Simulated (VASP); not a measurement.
A run of VASP 6.6.1:

File POSCAR:

```
NbAs
1.0
    0.0000000000      2.9260237293      2.9260237293
    2.9260237293      0.0000000000      2.9260237293
    2.9260237293      2.9260237293      0.0000000000
Nb As
1 1
Direct
    0.0000000000      0.0000000000      0.0000000000
    0.2500000000      0.2500000000      0.2500000000
```

File INCAR.step1:

```
  PREC = Accurate
  ENCUT = 520
  ISMEAR = 0
  SIGMA = 0.1
  LREAL = False
  LASPH = True
  NELM = 150
  ISPIN = 2
  MAGMOM = 0.21 -0.01
  NUPDOWN = 0.25
  LMAXMIX = 4
  NBANDS = 20
  GGA = PE
  ALGO = Normal
  EDIFF = 1E-4
  LWAVE = True
  LCHARG = False
```

File INCAR.step2:

```
  PREC = Accurate
  ENCUT = 520
  EDIFF = 1E-6
  ISMEAR = 0
  SIGMA = 0.1
  LREAL = False
  LASPH = True
  NELM = 150
  ALGO = Normal
  ISIF = 2
  LWAVE = False
  LCHARG = False
  ISPIN = 2
  MAGMOM = 0.21 -0.01
  LORBIT = 11
  NUPDOWN = 0.25
  LMAXMIX = 4
  METAGGA = R2SCAN
  LMIXTAU = True
  NBANDS = 20
  ISTART = 1
```

KPOINTS

```
regular mesh
0
Gamma
  12 12 12
```

Potentials or basis: VASP PAW PBE potentials, release 64 (Nb_sv, As).

Run with:

```console
$ cat potpaw_PBE.64/Nb_sv/POTCAR potpaw_PBE.64/As/POTCAR > POTCAR
$ cp INCAR.step1 INCAR
$ mpirun -np 1 vasp_std > vasp.out
$ cp INCAR.step2 INCAR
$ mpirun -np 1 vasp_std > vasp.out
```

Hardware: 1 thread of Intel Xeon 8259CL, with other jobs on the host.

Problem. Estimate the wall time of this run.

Solution. Run time: 7 min on 1 thread of Intel Xeon 8259CL, with other jobs on the host, peak memory 0.29 GiB. Counts: k points 72.
